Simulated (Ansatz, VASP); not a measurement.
## Two plane-wave programs on Li2ZnGeSe4

Contents of INCAR:

```
PREC = Accurate
ENCUT = 520
EDIFF = 1E-6
ISMEAR = 0
SIGMA = 0.01
LREAL = False
LASPH = True
NELM = 100
ALGO = Normal
ISIF = 2
LWAVE = False
LCHARG = False
GGA = PE
NBANDS = 38
```

The input KPOINTS:

```
regular mesh
0
Gamma
  6 6 6
```

File POSCAR:

```
Li2ZnGeSe4
1.0
   -2.7579192178      2.7579192178      5.8548126320
    2.7579192178     -2.7579192178      5.8548126320
    2.7579192178      2.7579192178     -5.8548126320
Li Zn Ge Se
2 1 1 4
Direct
    0.7500000000      0.2500000000      0.5000000000
    0.2500000000      0.7500000000      0.5000000000
    0.0000000000      0.0000000000      0.0000000000
    0.5000000000      0.5000000000      0.0000000000
    0.8624044664      0.8624044664      0.4837735353
    0.1375955336      0.6213690688      0.0000000000
    0.6213690688      0.1375955336      0.0000000000
    0.3786309312      0.3786309312      0.5162264647
```

Input for Ansatz:

```yaml
crystal:
  lattice:
    - [-2.7579192178, 2.7579192178, 5.854812632]
    - [2.7579192178, -2.7579192178, 5.854812632]
    - [2.7579192178, 2.7579192178, -5.854812632]
  atoms:
    - { symbol: Li, position: [0.75, 0.25, 0.5] }
    - { symbol: Li, position: [0.25, 0.75, 0.5] }
    - { symbol: Zn, position: [0.0, 0.0, 0.0] }
    - { symbol: Ge, position: [0.5, 0.5, 0.0] }
    - { symbol: Se, position: [0.8624044664, 0.8624044664, 0.4837735353] }
    - { symbol: Se, position: [0.1375955336, 0.6213690688, 0.0] }
    - { symbol: Se, position: [0.6213690688, 0.1375955336, 0.0] }
    - { symbol: Se, position: [0.3786309312, 0.3786309312, 0.5162264647] }
kpoints:
  mp_grid: { grid: [6, 6, 6] }
hamiltonian:
  xc: pbe
scf:
  occupations: { method: fixed }
  n_extra_bands: 6
output:
  forces: true
  stress: true
  eigenvalues: true
```

Alike in both runs: task single point; functional PBE; k mesh 6 × 6 × 6; no spin polarisation.

```csv
,VASP,Ansatz
version,VASP 6.6.1,Ansatz 0.2.0
potentials or method,"VASP PAW PBE potentials, release 64 (Li_sv, Zn, Ge_d, Se)","plane waves, PAW"
plane-wave cutoff (eV),520,420
occupations,"gaussian, width 0.01 eV",fixed
valence electrons in the cell,56,96
```

```tsv
	VASP	Ansatz	Ansatz less VASP
gap on the k mesh at the Fermi level (eV)	1.39	1.39	+0.001
rms of the force components (eV/Å)	0.147	0.143	-0.0043
```

Atom by atom the forces differ by 0.007 eV/Å (rms over components). VASP's potentials hold 56 valence electrons a cell and Ansatz's 96, so a difference there can come from the potentials and not from the codes.

Noted on VASP's run: the cutoff is short for stress, so the pressure is rough.
